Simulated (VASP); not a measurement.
CoO:

```
Co O
1.0
     0.00000    1.94120    1.94120
     1.94120    0.00000    1.94120
     1.94120    1.94120    0.00000
Co O
1 1
Direct
  0.00000 0.00000 0.00000
  0.50000 0.50000 0.50000
```

```yaml
Program: VASP 6.6.1
Task: relaxation of cell and atoms
Functional: PBE
Potentials_or_basis: VASP PAW PBE potentials, release 64 (Co, O)
Cutoff: 600 eV
k_mesh: 15 × 15 × 15
Occupations: fermi-dirac, width 0.1 eV
Spin: collinear spin, ferromagnetic start
Starting_moments: "[1.7, 0.0] μB"
```

At the start: pressure 60.3 GPa; volume 7.31 Å³/atom.

Problem. How do energy, volume and symmetry change on relaxing?

Solution. Over 17 steps the energy falls by 367.4 meV/atom and the volume is 9.53 Å³/atom (+30.3 %); space group Fm-3m (No. 225, to 0.1 Å) before and after; moment 2.80 μB per cell.

Step by step:
```
step  energy change (eV)  largest force (eV/Å)  pressure (GPa)  volume (Å³)
   1              0.0000                0.0000           60.27        14.63
   2             -0.6198                0.0000          -15.63        21.26
   3             -0.7348                0.0000           -0.29        19.10
   4             -0.7347                0.0000            0.55        19.00
   5             -0.7347                0.0000            0.62        19.00
   6             -0.7347                0.0000            0.60        19.01
   7             -0.7347                0.0000            0.55        19.01
   8             -0.7347                0.0000            0.57        19.01
   9             -0.7347                0.0000            0.57        19.01
  10             -0.7347                0.0000            0.57        19.01
  11             -0.7347                0.0000            0.56        19.01
  12             -0.7347                0.0000            0.54        19.01
  13             -0.7347                0.0000            0.50        19.01
  14             -0.7347                0.0000            0.58        19.01
  15             -0.7347                0.0000            0.53        19.02
  16             -0.7347                0.0000            0.30        19.03
  17             -0.7348                0.0000            0.13        19.06
```

Final structure:
```
Co O
1.0
     0.00000    2.12014    2.12014
     2.12014    0.00000    2.12014
     2.12014    2.12014    0.00000
Co O
1 1
Direct
  0.00000 0.00000 0.00000
  0.50000 0.50000 0.50000
```

Caveat: the volume moved by over 15 % at a fixed basis, so the end points are rough; a cell with one magnetic atom can't hold antiferromagnetic order, which such compounds often take.
